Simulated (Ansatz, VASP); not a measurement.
**One calculation of AlN, two programs**

```
Al N
1.0
     0.00000    2.16303    2.20731
     2.16303    0.00000    2.20731
     2.16303    2.16303    0.00000
Al N
1 1
Direct
  0.00000 0.00000 0.00000
  0.25000 0.25000 0.25000
```

Change from the starting cell: epitaxial_xy strain -1.0%.

Alike in both runs: task single point; functional r2SCAN; k mesh 10 × 10 × 10; no spin polarisation.

|  | VASP | Ansatz |
| --- | --- | --- |
| version | VASP 6.6.1 | Ansatz 0.2.0 |
| potentials or method | VASP PAW PBE potentials, release 64 (Al, N) | plane waves, PAW |
| plane-wave cutoff (eV) | 520 | 500 |
| occupations | gaussian, width 0.01 eV | fixed |
| valence electrons in the cell | 8 | 8 |

```tsv
	VASP	Ansatz	Ansatz less VASP
gap on the k mesh at the Fermi level (eV)	3.88	3.89	+0.008
pressure (GPa)	1.7	2.1	+0.39
traceless stress, the component that is largest in VASP (GPa)	-2.10	-2.09	+0.003
```

VASP's potentials were made for PBE, not for r2SCAN.
